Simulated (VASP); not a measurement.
# Zn (P6_3/mmc) in VASP: phonons with r2SCAN

Aim: the phonons of Zn with r2SCAN.

Program: VASP 6.6.1. These are calculated values, not measurements. Logs are shortened: lines on timing, memory, paths and dates and some standing lists are left out, and cuts for length are marked.

## (1) The cell of the first run

Symmetry: P6_3/mmc, No. 194, hexagonal system. The conventional cell has a = 2.593 Å, b = 2.593 Å, c = 5.006 Å, α = 90.00°, β = 90.00°, γ = 120.00°. Zn (site symmetry -6m2) has 12 Zn at 2.59 to 2.92 Å within 3.4 Å.

## (2) Phonons, r2SCAN

INCAR reads:

```
  PREC = Accurate
  ENCUT = 520
  EDIFF = 1E-8
  ISMEAR = -1
  SIGMA = 0.15
  LREAL = F
  LASPH = T
  NELM = 100
  ALGO = Normal
  ISIF = 2
  LWAVE = F
  LCHARG = T
  METAGGA = R2SCAN
  LMIXTAU = T
  IBRION = 6
  NFREE = 2
  POTIM = 0.015
  NSW = 1
```

KPOINTS reads:

```
regular mesh
0
Gamma
  15 15 8
```

POSCAR reads:

```
Zn
1.0
    2.5931595839      0.0000000000      0.0000000000
   -1.2965797919      2.2457420757      0.0000000000
    0.0000000000      0.0000000000      5.0059327481
Zn
2
Direct
    0.3333333333      0.6666666667      0.2500000000
    0.6666666667      0.3333333333      0.7500000000
```

Potentials or basis: VASP PAW PBE potentials, release 64 (Zn).

Launch:

```bash
cat potpaw_PBE.64/Zn/POTCAR > POTCAR
mpirun -np 1 vasp_std > vasp.out
```

OUTCAR:

```text
PREC = Accurate
   ENCUT = 520
   EDIFF = 1E-8
   ISMEAR = -1
   LREAL = F
   LASPH = T
   NELM = 100
   ISIF = 2
   METAGGA = R2SCAN
   IBRION = 6
   NFREE = 2
   POTIM = 0.015
   NSW = 1

 ion  position               nearest neighbor table
   1  0.333  0.667  0.250-   2 2.92   2 2.92   2 2.92   2 2.92   2 2.92   2 2.92
   2  0.667  0.333  0.750-   1 2.92   1 2.92   1 2.92   1 2.92   1 2.92   1 2.92

  LATTYP: Found a hexagonal cell.
 ALAT       =     2.5931595839
 C/A-ratio  =     1.9304375940

  Lattice vectors:

 A1 = (   2.5931595839,   0.0000000000,   0.0000000000)
 A2 = (  -1.2965797919,   2.2457420757,   0.0000000000)
 A3 = (   0.0000000000,   0.0000000000,   5.0059327481)

Analysis of symmetry for initial positions (statically):
=====================================================================
 Subroutine PRICEL returns:
 Original cell was already a primitive cell.

 Routine SETGRP: Setting up the symmetry group for a
 hexagonal supercell.

 Subroutine GETGRP returns: Found 24 space group operations
 (whereof 12 operations were pure point group operations)
 out of a pool of 24 trial point group operations.

The static configuration has the point symmetry D_3d.
 The point group associated with its full space group is D_6h.

Analysis of symmetry for dynamics (positions and initial velocities):
=====================================================================
 Subroutine PRICEL returns:
 Original cell was already a primitive cell.

 Routine SETGRP: Setting up the symmetry group for a
 hexagonal supercell.

 Subroutine GETGRP returns: Found 24 space group operations
 (whereof 12 operations were pure point group operations)
 out of a pool of 24 trial point group operations.

The dynamic configuration has the point symmetry D_3d.
 The point group associated with its full space group is D_6h.

 Subroutine INISYM returns: Found 24 space group operations
 (whereof 12 operations are pure point group operations),
 and found     1 'primitive' translations

----------------------------------------------------------------------------------------

                                     Primitive cell

  volume of cell :      29.1524

  direct lattice vectors                    reciprocal lattice vectors
     2.593159584  0.000000000  0.000000000     0.385629950  0.222643555  0.000000000
    -1.296579792  2.245742076  0.000000000     0.000000000  0.445287111  0.000000000
     0.000000000  0.000000000  5.005932748     0.000000000  0.000000000  0.199762971

  length of vectors
     2.593159584  2.593159584  5.005932748     0.445287111  0.445287111  0.199762971

  position of ions in fractional coordinates (direct lattice)
     0.333333333  0.666666667  0.250000000
     0.666666667  0.333333333  0.750000000

  ion indices of the primitive-cell ions
   primitive index   ion index
                 1           1
                 2           2

----------------------------------------------------------------------------------------

 KPOINTS: regular mesh

Automatic generation of k-mesh.
 Grid dimensions read from file:
 generate k-points for:   15   15    8

 Generating k-lattice:

  Cartesian coordinates                     Fractional coordinates (reciprocal lattice)
     0.025708663  0.014842904  0.000000000     0.066666667  0.000000000  0.000000000
     0.000000000  0.029685807  0.000000000     0.000000000  0.066666667  0.000000000
     0.000000000  0.000000000  0.024970371     0.000000000  0.000000000  0.125000000

  Length of vectors
     0.029685807  0.029685807  0.024970371

  Shift w.r.t. Gamma in fractional coordinates (k-lattice)
     0.000000000  0.000000000  0.000000000

 Subroutine IBZKPT returns following result:
 ===========================================

 Found    135 irreducible k-points:

 Following reciprocal coordinates:
            Coordinates               Weight
  0.000000  0.000000  0.000000      1.000000
  0.066667  0.000000  0.000000      6.000000
  0.133333  0.000000  0.000000      6.000000
  0.200000  0.000000  0.000000      6.000000
  0.266667  0.000000  0.000000      6.000000
  0.333333  0.000000  0.000000      6.000000
[... 16 lines left out ...]
  0.333333  0.200000  0.000000     12.000000
  0.400000  0.200000  0.000000      6.000000
 [... further k-points ...]
   k-points           NKPTS =    135   k-points in BZ     NKDIM =    135   number of bands    NBANDS=     16
   number of dos      NEDOS =    301   number of ions     NIONS =      2
   total plane-waves  NPLWV =  16000
   dimension x,y,z NGX =    20 NGY =   20 NGZ =   40
   dimension x,y,z NGXF=    40 NGYF=   40 NGZF=   80
   ions per type =               2
   NGX,Y,Z   is equivalent  to a cutoff of  12.82, 12.82, 13.28 a.u.
   NGXF,Y,Z  is equivalent  to a cutoff of  25.64, 25.64, 26.57 a.u.
 SYSTEM =  unknown system
   PREC   = accura    normal or accurate (medium, high low for compatibility)
   ISTART =      0    job   : 0-new  1-cont  2-samecut
   ICHARG =      2    charge: 1-file 2-atom 10-const
   ISPIN  =      1    spin polarized calculation?
   LNONCOLLINEAR =      F non collinear calculations
   LSORBIT =      F    spin-orbit coupling
   LASPH  =      T    aspherical Exc in radial PAW
   ENCUT  =  520.0 eV  38.22 Ry    6.18 a.u.   4.82  4.82  9.31*2*pi/ulx,y,z
   NELM   =    100;   NELMIN=  2; NELMDL= -5     # of ELM steps
   EDIFF  = 0.1E-07   stopping-criterion for ELM
   LREAL  =      F    real-space projection
   EDIFFG = 0.1E-06   stopping-criterion for IOM
   NSW    =     61    number of steps for IOM
   IBRION =      6    ionic relax: 0-MD 1-quasi-New 2-CG
   NFREE  =      2    steps in history (QN), initial steepest desc. (CG)
   ISIF   =      2    stress and relaxation
   ISYM   =      2    0-nonsym 1-usesym 2-fastsym
   POTIM  = 0.0150    time-step for ionic-motion
   TEBEG  =    0.0;   TEEND  =   0.0 temperature during run
   PSTRESS=    0.0 pullay stress
   NELECT =      24.0000    total number of electrons
   NUPDOWN=      -1.0000    fix difference up-down
   EMIN   =  10.00;   EMAX   =-10.00  energy-range for DOS
   EFERMI =   0.00;   METHOD = LEGACY
   ISMEAR =    -1;   SIGMA  =   0.15  broadening in eV -4-tet -1-fermi 0-gaus
   EFERMI_NEDOS =   21; number of points for ismear=-14 and -15
   IALGO  =     38    algorithm
   IMIX   =      4    mixing-type and parameters
     AMIX     =   0.40;   BMIX     =  1.00
     AMIX_MAG =   1.60;   BMIX_MAG =  1.00
  volume/ion in A,a.u.               =      14.58        98.37
  Fermi-wavevector in a.u.,A,eV,Ry     =   1.534336  2.899475 32.030667  2.354188
  Thomas-Fermi vector in A             =   2.641278
   LORBIT       =      0    0 simple, 1 ext, 2 COOP (PROOUT), +10 PAW based schemes
   METAGGA = R2SCAN    functional components
   LHFCALC =     F    Hartree Fock is set to
   AEXX    =    0.0000 exact exchange contribution
   IVDW    =     0    specifies the selected vdW correction
   LEPSILON=     F    determine dielectric tensor
   LRPA    =     F    only Hartree local field effects (RPA)
 finite differences with symmetry
 non-spin polarized calculation
  energy-cutoff  :      520.00
  volume of cell :       29.15
 maximum number of plane-waves:       799
 NGX is ok and might be reduce to    20
   NGX =  9   NGY =  9   NGZ = 19

--------------------------------------- Ionic step        1  -------------------------------------------

 number of electron      24.0000030 magnetization

 Free energy of the ion-electron system (eV)
  ---------------------------------------------------
  ext. energy  EPLUGINS =         0.00000000
  ---------------------------------------------------
  free energy    TOTEN  =       -17.81634862 eV

  energy without entropy =      -17.79346266  energy(sigma->0) =      -17.80490564

------------------------ aborting loop because EDIFF is reached ----------------------------------------

  FORCE on cell =-STRESS in cart. coord.  units (eV):
  Direction    XX          YY          ZZ          XY          YZ          ZX
  --------------------------------------------------------------------------------------
  -------------------------------------------------------------------------------------
  Total        0.1158992      0.1158992      0.0658994      0.0000000      0.0000000      0.0000000
  in kB        6.3696694      6.3696694      3.6217448      0.0000000      0.0000000      0.0000000
  external PRESSURE =       5.4536946 kB  Pullay stress =       0.0000000 kB
[... 129 lines left out ...]
  energy  without entropy=      -17.7933698489  energy(sigma->0) =      -17.80481382

--------------------------------------- Ionic step        5  -------------------------------------------

 number of electron      24.0000018 magnetization

 Free energy of the ion-electron system (eV)
  ---------------------------------------------------
  ext. energy  EPLUGINS =         0.00000000
  ---------------------------------------------------
  free energy    TOTEN  =       -17.81625781 eV

  energy without entropy =      -17.79336986  energy(sigma->0) =      -17.80481383

 E-fermi :   3.2703     XC(G=0): -12.8662

 val. band max:        3.2279951278   @ k =   0.0667   0.0000   0.2500
 cond. band min:       3.4446959590   @ k =  -0.0000   0.2667   0.1250
 fundamental gap:      0.2167008312
 Fermi energy:         3.2703490146

 k-point     1 :       0.0000    0.0000    0.0000
  band No.  band energies     occupation
      1      -7.9416      2.00000
      2      -5.9945      2.00000
      3      -5.1517      2.00000
      4      -4.8439      2.00000
      5      -4.8437      2.00000
      6      -4.7980      2.00000
[... 8 lines left out ...]
     15      20.5367      0.00000
     16      23.1942      0.00000
[... 420 lines left out ...]
  band No.  band energies     occupation
      1      -5.3815      2.00000
      2      -5.2879      2.00000
      3      -5.2581      2.00000
      4      -4.8704      2.00000
      5      -4.7791      2.00000
      6      -4.6603      2.00000
[... 8 lines left out ...]
     15       8.2239      0.00000
     16       8.8794      0.00000

 [... further k-points ...]
[... 5 lines left out ...]
  --------------------------------------------------------------------------------------
  -------------------------------------------------------------------------------------
  Total        0.1184126      0.1184126      0.0577984      0.0000000      0.0000000      0.0000000
  in kB        6.5078008      6.5078008      3.1765246      0.0000000      0.0000000      0.0000000
  external PRESSURE =       5.3973754 kB  Pullay stress =       0.0000000 kB
[... 17 lines left out ...]
  FREE ENERGIE OF THE ION-ELECTRON SYSTEM (eV)
  ---------------------------------------------------
  free  energy   TOTEN  =       -17.8162578057 eV

  energy  without entropy=      -17.7933698571  energy(sigma->0) =      -17.80481383

 INTERNAL STRAIN TENSORS FROM DISPLACED ATOMS
 ============================================

 INTERNAL STRAIN TENSOR FOR ION    1 for displacements in x,y,z  (eV/Angst):
          X           Y           Z          XY          YZ          ZX
  --------------------------------------------------------------------------------
  x     0.00000    -0.00000     0.00000     0.39582     0.00000     0.00000
  y     0.39582    -0.39582     0.00000    -0.00000     0.00000     0.00000
  z     0.00000     0.00000     0.00000     0.00000     0.00000     0.00000

 INTERNAL STRAIN TENSOR FOR ION    2 for displacements in x,y,z  (eV/Angst):
          X           Y           Z          XY          YZ          ZX
  --------------------------------------------------------------------------------
  x    -0.00000     0.00000     0.00000    -0.39582     0.00000     0.00000
  y    -0.39582     0.39582     0.00000     0.00000     0.00000     0.00000
  z     0.00000    -0.00000     0.00000    -0.00000     0.00000     0.00000

 Eigenvectors and eigenvalues of the dynamical matrix
 ----------------------------------------------------

   1 f  =    3.403252 THz    21.383261 2PiTHz  113.520256 cm-1    14.074712 meV
             X         Y         Z           dx          dy          dz
     -0.000000  1.497161  1.251483    -0.000000    0.000000   -0.707107
      1.296580  0.748581  3.754450     0.000000    0.000000    0.707107

   2 f  =    1.961469 THz    12.324273 2PiTHz   65.427564 cm-1     8.111980 meV
             X         Y         Z           dx          dy          dz
     -0.000000  1.497161  1.251483    -0.599954   -0.374240    0.000000
      1.296580  0.748581  3.754450     0.599954    0.374240    0.000000

   3 f  =    1.961469 THz    12.324273 2PiTHz   65.427564 cm-1     8.111980 meV
             X         Y         Z           dx          dy          dz
     -0.000000  1.497161  1.251483     0.374240   -0.599954   -0.000000
      1.296580  0.748581  3.754450    -0.374240    0.599954    0.000000

   4 f  =    0.000000 THz     0.000000 2PiTHz    0.000000 cm-1     0.000000 meV
             X         Y         Z           dx          dy          dz
     -0.000000  1.497161  1.251483     0.000000   -0.000000    0.707107
      1.296580  0.748581  3.754450    -0.000000    0.000000    0.707107

   5 f/i=    0.000000 THz     0.000000 2PiTHz    0.000001 cm-1     0.000000 meV
             X         Y         Z           dx          dy          dz
     -0.000000  1.497161  1.251483     0.660639    0.252104    0.000000
      1.296580  0.748581  3.754450     0.660639    0.252104    0.000000

   6 f/i=    0.000000 THz     0.000000 2PiTHz    0.000001 cm-1     0.000000 meV
             X         Y         Z           dx          dy          dz
     -0.000000  1.497161  1.251483     0.252104   -0.660639    0.000000
      1.296580  0.748581  3.754450     0.252104   -0.660639    0.000000

 ELASTIC MODULI CONTR FROM IONIC RELAXATION (kBar)
 Direction    XX          YY          ZZ          XY          YZ          ZX
 --------------------------------------------------------------------------------
 XX         -16.7301     16.7301      0.0000     -0.0000      0.0000      0.0000
 YY          16.7301    -16.7301      0.0000     -0.0000      0.0000      0.0000
 ZZ           0.0000      0.0000      0.0000      0.0000      0.0000      0.0000
 XY          -0.0000     -0.0000      0.0000    -16.7301      0.0000      0.0000
 YZ           0.0000      0.0000      0.0000      0.0000      0.0000      0.0000
 ZX           0.0000      0.0000      0.0000      0.0000      0.0000      0.0000
 --------------------------------------------------------------------------------
```

It took 15 min on 1 thread of Intel Xeon 6975P-C (Granite Rapids), shared host; peak memory 0.46 GiB.

What came out:

| Quantity | Value |
| --- | --- |
| Highest phonon frequency at Γ | 114 cm⁻¹ |

Phonon frequencies in cm⁻¹ (negative: imaginary):
```tsv
q point	frequencies
(0.000, 0.000, 0.000)	0 0 0 65 65 114
```

Caveat: the PAW data sets were made with another functional, which shifts forces and pressure a little.
